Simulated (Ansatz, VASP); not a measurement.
# TaN: VASP beside Ansatz

```
CELL_PARAMETERS angstrom
2.92399 0.00000 0.00000
-1.46199 2.53225 0.00000
0.00000 0.00000 25.04755
ATOMIC_POSITIONS crystal
Ta 0.33333 0.66667 0.30096
Ta 0.33333 0.66667 0.41529
Ta 0.33333 0.66667 0.53011
Ta 0.33333 0.66667 0.64771
N 0.00000 0.00000 0.35892
N 0.00000 0.00000 0.47226
N 0.00000 0.00000 0.58523
N 0.00000 0.00000 0.68951
```

Alike in both runs: functional PBEsol; k mesh 12 × 12 × 1; occupations gaussian, width 0.1 eV; no spin polarisation.

Ansatz relaxed the structure, and its values are those at the end. VASP's run is a single point on that final structure, the one shown.

|  | VASP | Ansatz |
| --- | --- | --- |
| version | VASP 6.6.1 | Ansatz 0.2.0 |
| potentials or method | VASP PAW PBE potentials, release 64 (Ta_pv, N), cutoff 520 eV | scalar-relativistic, plane waves, PAW |
| valence electrons in the cell | 64 | 72 |

Ansatz gave:

- gap on the k mesh at the Fermi level (eV): none
- rms of the force components (eV/Å): 0.003

**Question.** What did VASP give for the same quantities?

**Answer.** gap on the k mesh at the Fermi level (eV): none; rms of the force components (eV/Å): 0.035.

VASP's potentials were made for PBE, not for PBEsol. A gap of «none» marks a metal or a gap that the smearing closes. VASP's potentials hold 64 valence electrons a cell and Ansatz's 72, so a difference there can come from the potentials and not from the codes. Ansatz's warnings: xc potential rough in thin density.

Neither program's run includes spin-orbit coupling.
